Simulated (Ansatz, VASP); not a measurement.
# One calculation of MnO2, two programs

```
Mn O
1.0
     0.00000    2.31287    2.31287
     2.31287    0.00000    2.31287
     2.31287    2.31287    0.00000
Mn O
1 2
Direct
  0.00000 0.00000 0.00000
  0.25000 0.25000 0.25000
  0.75000 0.75000 0.75000
```

Alike in both runs: task single point; functional LDA; k mesh 7 × 7 × 7; occupations gaussian, width 0.05 eV; collinear spin; Hubbard terms Mn d U = 4.0 eV.

|  | VASP | Ansatz |
| --- | --- | --- |
| version | VASP 6.6.1 | Ansatz 0.2.0 |
| potentials or method | VASP PAW LDA potentials, release 64 (Mn_sv, O), cutoff 600 eV | scalar-relativistic, plane waves, PAW |
| valence electrons in the cell | 27 | 27 |

|  | VASP | Ansatz | Ansatz less VASP |
| --- | --- | --- | --- |
| gap on the k mesh at the Fermi level (eV) | none | none | - |
| pressure (GPa) | 13.9 | 18.4 | +4.43 |
| net moment per atom (μB) | 1.00 | 1.00 | 0.000 |
| size of the moment on the site where the two differ most (μB) | 3.39 | 3.20 | -0.194 |

LDA's correlation is that of Perdew and Zunger in VASP and of Perdew and Wang (1992) in Ansatz. Site moments also hang on the region over which each program counts them. The programs project onto different local orbitals, so the same U acts differently, and such runs can settle in different states. A gap of «none» marks a metal or a gap that the smearing closes. Ansatz's warnings: filled band counts differ across k points.
